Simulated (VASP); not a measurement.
# La (Im-3m) in VASP: a series of runs

La is run at these levels: PBEsol; tasks: single point, relaxation of cell and atoms.

Program: VASP 6.6.1. These are calculated values, not measurements. Logs are shortened: lines on timing, memory, paths and dates and some standing lists are left out, and cuts for length are marked.

## 1. The cell of the first run

It takes space group Im-3m (No. 229, cubic). Conventional cell: a = 4.120 Å, b = 4.120 Å, c = 4.120 Å, α = 90.00°, β = 90.00°, γ = 90.00°. Within 4.7 Å of La (site symmetry m-3m) lie 14 La at 3.57 to 4.12 Å.

## 2. Single point, PBEsol

File INCAR:

```
SYSTEM = La
  PREC = Accurate
  ENCUT = 520
  EDIFF = 1E-6
  ISMEAR = -1
  SIGMA = 0.08
  LREAL = .False.
  LASPH = .True.
  NELM = 80
  ALGO = Normal
  ISIF = 2
  LWAVE = .False.
  LCHARG = .False.
  GGA = PS
  NBANDS = 12
```

File KPOINTS:

```
regular mesh
0
Gamma
  12 12 12
  0 0 0
```

File POSCAR:

```
La
1.0
   -2.0599466938      2.0599466938      2.0599466938
    2.0599466938     -2.0599466938      2.0599466938
    2.0599466938      2.0599466938     -2.0599466938
La
1
Direct
    0.0000000000      0.0000000000      0.0000000000
```

Potentials or basis: VASP PAW PBE potentials, release 64 (La).

On the command line:

```
cat potpaw_PBE.64/La/POTCAR > POTCAR
mpirun -np 1 vasp_std > vasp.out
```

OUTCAR:

```text
SYSTEM = La
   PREC = Accurate
   ENCUT = 520
   EDIFF = 1E-6
   ISMEAR = -1
   LREAL = .False.
   LASPH = .True.
   NELM = 80
   ISIF = 2
   GGA = PS

 ion  position               nearest neighbor table
   1  0.000  0.000  0.000-

  LATTYP: Found a body centered cubic cell.
 ALAT       =     4.1198933876

  Lattice vectors:

 A1 = (  -2.0599466938,   2.0599466938,   2.0599466938)
 A2 = (   2.0599466938,  -2.0599466938,   2.0599466938)
 A3 = (   2.0599466938,   2.0599466938,  -2.0599466938)

Analysis of symmetry for initial positions (statically):
=====================================================================
 Subroutine PRICEL returns:
 Original cell was already a primitive cell.

 Routine SETGRP: Setting up the symmetry group for a
 body centered cubic supercell.

 Subroutine GETGRP returns: Found 48 space group operations
 (whereof 48 operations were pure point group operations)
 out of a pool of 48 trial point group operations.

The static configuration has the point symmetry O_h .

Analysis of symmetry for dynamics (positions and initial velocities):
=====================================================================
 Subroutine PRICEL returns:
 Original cell was already a primitive cell.

 Routine SETGRP: Setting up the symmetry group for a
 body centered cubic supercell.

 Subroutine GETGRP returns: Found 48 space group operations
 (whereof 48 operations were pure point group operations)
 out of a pool of 48 trial point group operations.

The dynamic configuration has the point symmetry O_h .

 Subroutine INISYM returns: Found 48 space group operations
 (whereof 48 operations are pure point group operations),
 and found     1 'primitive' translations

----------------------------------------------------------------------------------------

                                     Primitive cell

  volume of cell :      34.9645

  direct lattice vectors                    reciprocal lattice vectors
    -2.059946694  2.059946694  2.059946694     0.000000000  0.242724728  0.242724728
     2.059946694 -2.059946694  2.059946694     0.242724728  0.000000000  0.242724728
     2.059946694  2.059946694 -2.059946694     0.242724728  0.242724728  0.000000000

  length of vectors
     3.567932335  3.567932335  3.567932335     0.343264602  0.343264602  0.343264602

  position of ions in fractional coordinates (direct lattice)
     0.000000000  0.000000000  0.000000000

  ion indices of the primitive-cell ions
   primitive index   ion index
                 1           1

----------------------------------------------------------------------------------------

 KPOINTS: regular mesh

Automatic generation of k-mesh.
 Grid dimensions read from file:
 generate k-points for:   12   12   12

 Generating k-lattice:

  Cartesian coordinates                     Fractional coordinates (reciprocal lattice)
     0.000000000  0.020227061  0.020227061     0.083333333  0.000000000  0.000000000
     0.020227061  0.000000000  0.020227061     0.000000000  0.083333333  0.000000000
     0.020227061  0.020227061  0.000000000     0.000000000  0.000000000  0.083333333

  Length of vectors
     0.028605383  0.028605383  0.028605383

  Shift w.r.t. Gamma in fractional coordinates (k-lattice)
     0.000000000  0.000000000  0.000000000

 Subroutine IBZKPT returns following result:
 ===========================================

 Found     72 irreducible k-points:

 Following reciprocal coordinates:
            Coordinates               Weight
  0.000000  0.000000  0.000000      1.000000
  0.083333  0.000000  0.000000     12.000000
  0.166667  0.000000  0.000000     12.000000
  0.250000  0.000000  0.000000     12.000000
  0.333333  0.000000  0.000000     12.000000
  0.416667  0.000000  0.000000     12.000000
[... 16 lines left out ...]
  0.333333  0.083333  0.083333     24.000000
  0.416667  0.083333  0.083333     12.000000
 [... further k-points ...]
   k-points           NKPTS =     72   k-points in BZ     NKDIM =     72   number of bands    NBANDS=     12
   number of dos      NEDOS =    301   number of ions     NIONS =      1
   total plane-waves  NPLWV =  21952
   dimension x,y,z NGX =    28 NGY =   28 NGZ =   28
   dimension x,y,z NGXF=    56 NGYF=   56 NGZF=   56
   ions per type =               1
   NGX,Y,Z   is equivalent  to a cutoff of  13.05, 13.05, 13.05 a.u.
   NGXF,Y,Z  is equivalent  to a cutoff of  26.09, 26.09, 26.09 a.u.
 SYSTEM =  La
   PREC   = accura    normal or accurate (medium, high low for compatibility)
   ISTART =      0    job   : 0-new  1-cont  2-samecut
   ICHARG =      2    charge: 1-file 2-atom 10-const
   ISPIN  =      1    spin polarized calculation?
   LNONCOLLINEAR =      F non collinear calculations
   LSORBIT =      F    spin-orbit coupling
   LASPH  =      T    aspherical Exc in radial PAW
   ENCUT  =  520.0 eV  38.22 Ry    6.18 a.u.   6.63  6.63  6.63*2*pi/ulx,y,z
   NELM   =     80;   NELMIN=  2; NELMDL= -5     # of ELM steps
   EDIFF  = 0.1E-05   stopping-criterion for ELM
   LREAL  =      F    real-space projection
   EDIFFG = 0.1E-04   stopping-criterion for IOM
   NSW    =      0    number of steps for IOM
   IBRION =     -1    ionic relax: 0-MD 1-quasi-New 2-CG
   NFREE  =      0    steps in history (QN), initial steepest desc. (CG)
   ISIF   =      2    stress and relaxation
   ISYM   =      2    0-nonsym 1-usesym 2-fastsym
   POTIM  = 0.5000    time-step for ionic-motion
   TEBEG  =    0.0;   TEEND  =   0.0 temperature during run
   PSTRESS=    0.0 pullay stress
   NELECT =      11.0000    total number of electrons
   NUPDOWN=      -1.0000    fix difference up-down
   EMIN   =  10.00;   EMAX   =-10.00  energy-range for DOS
   EFERMI =   0.00;   METHOD = LEGACY
   ISMEAR =    -1;   SIGMA  =   0.08  broadening in eV -4-tet -1-fermi 0-gaus
   EFERMI_NEDOS =   21; number of points for ismear=-14 and -15
   IALGO  =     38    algorithm
   IMIX   =      4    mixing-type and parameters
     AMIX     =   0.40;   BMIX     =  1.00
     AMIX_MAG =   1.60;   BMIX_MAG =  1.00
  volume/ion in A,a.u.               =      34.96       235.95
  Fermi-wavevector in a.u.,A,eV,Ry     =   1.113430  2.104078 16.867514  1.239727
  Thomas-Fermi vector in A             =   2.250015
   LORBIT       =      0    0 simple, 1 ext, 2 COOP (PROOUT), +10 PAW based schemes
   GGA     = PS    functional components
   LHFCALC =     F    Hartree Fock is set to
   AEXX    =    0.0000 exact exchange contribution
   IVDW    =     0    specifies the selected vdW correction
   LEPSILON=     F    determine dielectric tensor
   LRPA    =     F    only Hartree local field effects (RPA)
 non-spin polarized calculation
  energy-cutoff  :      520.00
  volume of cell :       34.96
 maximum number of plane-waves:       962
   NGX = 13   NGY = 13   NGZ = 13

 number of electron      10.9999999 magnetization

 Free energy of the ion-electron system (eV)
  ---------------------------------------------------
  ext. energy  EPLUGINS =         0.00000000
  ---------------------------------------------------
  free energy    TOTEN  =        -5.23544277 eV

  energy without entropy =       -5.17766173  energy(sigma->0) =       -5.20655225

 E-fermi :   8.2923     XC(G=0):  -9.9334

 val. band max:        8.2876187372   @ k =   0.2500   0.1667   0.0000
 cond. band min:       8.3001279820   @ k =   0.1667   0.1667   0.0833
 fundamental gap:      0.0125092448
 Fermi energy:         8.2923351463

 k-point     1 :       0.0000    0.0000    0.0000
  band No.  band energies     occupation
      1     -24.4751      2.00000
      2      -7.2639      2.00000
      3      -7.2639      2.00000
      4      -7.2639      2.00000
      5       5.1132      2.00000
      6       9.8399      0.00000
      7       9.8399      0.00000
      8       9.8399      0.00000
      9       9.9259      0.00000
     10       9.9259      0.00000
     11       9.9259      0.00000
     12      10.7772      0.00000

 k-point     2 :       0.0833    0.0000    0.0000
  band No.  band energies     occupation
      1     -24.4579      2.00000
      2      -7.3923      2.00000
      3      -7.3008      2.00000
      4      -7.2657      2.00000
      5       5.3530      2.00000
      6       9.4900      0.00000
      7       9.4956      0.00000
      8       9.9153      0.00000
      9       9.9367      0.00000
     10      10.1732      0.00000
     11      10.1878      0.00000
     12      10.7633      0.00000

 k-point     3 :       0.1667    0.0000    0.0000
  band No.  band energies     occupation
      1     -24.4105      2.00000
      2      -7.7267      2.00000
      3      -7.3996      2.00000
      4      -7.2706      2.00000
      5       5.9576      2.00000
      6       9.0594      0.00014
      7       9.0868      0.00010
      8       9.8950      0.00000
      9      10.1121      0.00000
     10      10.3371      0.00000
     11      10.3919      0.00000
     12      10.7768      0.00000
[... 286 lines left out ...]
 k-point    23 :       0.3333    0.0833    0.0833
  band No.  band energies     occupation
      1     -24.2197      2.00000
      2      -8.7492      2.00000
      3      -7.8231      2.00000
      4      -7.4059      2.00000
      5       6.9570      2.00000
      6       8.1007      1.83299
      7       9.8132      0.00000
      8      10.0820      0.00000
      9      10.3351      0.00000
     10      10.5618      0.00000
     11      10.5917      0.00000
     12      10.7294      0.00000

 k-point    24 :       0.4167    0.0833    0.0833
  band No.  band energies     occupation
      1     -24.2033      2.00000
      2      -8.8188      2.00000
      3      -7.8732      2.00000
      4      -7.4108      2.00000
      5       6.8809      2.00000
      6       8.0534      1.90396
      7      10.0498      0.00000
      8      10.0832      0.00000
      9      10.3302      0.00000
     10      10.6241      0.00000
     11      10.6315      0.00000
     12      10.7071      0.00000

 [... further k-points ...]

------------------------ aborting loop because EDIFF is reached ----------------------------------------

  FORCE on cell =-STRESS in cart. coord.  units (eV):
  Direction    XX          YY          ZZ          XY          YZ          ZX
  --------------------------------------------------------------------------------------
  -------------------------------------------------------------------------------------
  Total        0.0071660      0.0071660      0.0071660      0.0000000     -0.0000000      0.0000000
  in kB        0.3283660      0.3283660      0.3283660      0.0000000     -0.0000000      0.0000000
  external PRESSURE =       0.3283660 kB  Pullay stress =       0.0000000 kB

 VOLUME and BASIS-vectors are now :
 -----------------------------------------------------------------------------
  energy-cutoff  :      520.00
  volume of cell :       34.96
      direct lattice vectors                 reciprocal lattice vectors
    -2.059946694  2.059946694  2.059946694     0.000000000  0.242724728  0.242724728
     2.059946694 -2.059946694  2.059946694     0.242724728  0.000000000  0.242724728
     2.059946694  2.059946694 -2.059946694     0.242724728  0.242724728  0.000000000

 POSITION                                       TOTAL-FORCE (eV/Angst)
 -----------------------------------------------------------------------------------
      0.00000      0.00000      0.00000        -0.000000     -0.000000     -0.000000
 -----------------------------------------------------------------------------------
    total drift:                                0.000000      0.000000      0.000000

  FREE ENERGIE OF THE ION-ELECTRON SYSTEM (eV)
  ---------------------------------------------------
  free  energy   TOTEN  =        -5.2354427748 eV

  energy  without entropy=       -5.1776617317  energy(sigma->0) =       -5.20655225
```

Run time: 41 s. Hardware: 1 thread of Intel Xeon Platinum 8259CL at 2.50GHz (Skylake/Cascade Lake), shared host; peak memory 0.18 GiB.

Results:

- Free energy: -5.2354 eV
- Pressure: 0.0 GPa

Caveat: the PAW data sets were made with another functional, which shifts forces and pressure a little; spin-orbit coupling is left out, which moves the levels of the heavy elements.

## 3. Relaxation of cell and atoms, PBEsol

This run uses another cell than the first one, of 38.32 Å³/atom, 1.096 times its volume.

File INCAR:

```
ALGO     = Normal         # electronic algorithm
EDIFF    = 1E-7           # SCF threshold, eV
EDIFFG   = -0.002         # ionic threshold
ENCUT    = 600            # plane-wave cutoff, eV
GGA      = PS             # functional
IBRION   = 2              # ionic algorithm
ISIF     = 3              # what is computed and relaxed
ISMEAR   = -1             # smearing method
LASPH    = T              # aspherical terms in the spheres
LCHARG   = F              # write CHGCAR
LREAL    = F              # projectors in reciprocal space
LWAVE    = F              # write WAVECAR
NELM     = 80             # most SCF steps
NSW      = 100            # ionic steps
PREC     = Accurate       # precision mode
SIGMA    = 0.08           # smearing width, eV
```

File KPOINTS:

```
k-points
0
Gamma
  12 12 12
```

File POSCAR:

```
La
1.0
   -2.1238310710      2.1238310710      2.1238310710
    2.1238310710     -2.1238310710      2.1238310710
    2.1238310710      2.1238310710     -2.1238310710
La
1
Direct
    0.0000000000      0.0000000000      0.0000000000
```

Potentials or basis: VASP PAW PBE potentials, release 64 (La).

On the command line:

```
cat potpaw_PBE.64/La/POTCAR > POTCAR
mpirun -np 1 vasp_std > vasp.out
```

Wall time 3 min (1 thread of Intel Xeon Platinum 8259CL at 2.50GHz (Skylake/Cascade Lake), shared host); peak memory 0.21 GiB.

The run converged. Its results:

```yaml
Free_energy: -5.2356 eV
Relaxed_volume: 35.01 Å³/atom
Relaxed_cell: a = 3.569 Å, b = 3.569 Å, c = 3.569 Å, α = 109.47°, β = 109.47°, γ = 109.47°
Space_group_after_relaxing_to_0.05_Å: Im-3m (No. 229)
Energy_gained_by_relaxing: 24.6 meV/atom
Ionic_steps: 5
Pressure_after_relaxing: 0.0 GPa
```

Step by step:
```
step  energy change (eV)  largest force (eV/Å)  pressure (GPa)  volume (Å³)
   1              0.0000                0.0000           -2.27        38.32
   2             -0.0242                0.0000           -0.29        35.39
   3             -0.0246                0.0000           -0.02        35.03
   4             -0.0246                0.0000            0.04        34.97
   5             -0.0246                0.0000            0.00        35.01
```

Final structure:
```
CELL_PARAMETERS angstrom
-2.06079 2.06079 2.06079
2.06079 -2.06079 2.06079
2.06079 2.06079 -2.06079
ATOMIC_POSITIONS crystal
La 0.00000 0.00000 0.00000
```

Levels at points of the mesh, in eV from the Fermi level:
| k point | band 2 | band 3 | band 4 | band 5 | band 6 | band 7 | band 8 | band 9 |
| --- | --- | --- | --- | --- | --- | --- | --- | --- |
| (0.00, 0.00, 0.00) | -15.56 | -15.56 | -15.56 | -3.18 | 1.55 | 1.55 | 1.55 | 1.63 |
| (0.50, 0.00, 0.00) | -17.21 | -16.07 | -15.59 | -1.91 | -0.26 | 1.64 | 1.77 | 2.04 |
| (0.50, 0.50, 0.50) | -16.67 | -16.67 | -16.67 | -2.04 | -2.04 | 1.80 | 2.00 | 2.00 |

Caveat: the PAW data sets were made with another functional, which shifts forces and pressure a little; spin-orbit coupling is left out, which moves the levels of the heavy elements.
